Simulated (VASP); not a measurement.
Here is a VASP 6.6.1 calculation.

Contents of INCAR:

```
SYSTEM = V
PREC = Accurate ; ENCUT = 500
EDIFF = 1E-6 ; ISMEAR = 0
SIGMA = 0.05 ; LREAL = .False.
LASPH = .True. ; NELM = 120
ALGO = Normal ; ISIF = 2
LWAVE = .False. ; LCHARG = .True.
GGA = CA ; LELF = .True.
LVHAR = .True. ; NBANDS = 12
GGA_COMPAT = .False.
```

File KPOINTS:

```
regular mesh
0
Gamma
  22 22 22
  0 0 0
```

File POSCAR:

```
V
1.0
   -1.4724272338      1.4724272338      1.4724272338
    1.4724272338     -1.4724272338      1.4724272338
    1.4724272338      1.4724272338     -1.4724272338
V
1
Direct
    0.0000000000      0.0000000000      0.0000000000
```

Potentials or basis: VASP PAW LDA potentials, release 64 (V_sv).

Run with:

```bash
$ cat potpaw_LDA.64/V_sv/POTCAR > POTCAR
$ mpirun -np 1 vasp_std > vasp.out
```

**Question.** Estimate the pressure.

**Answer.** -3.7 GPa.
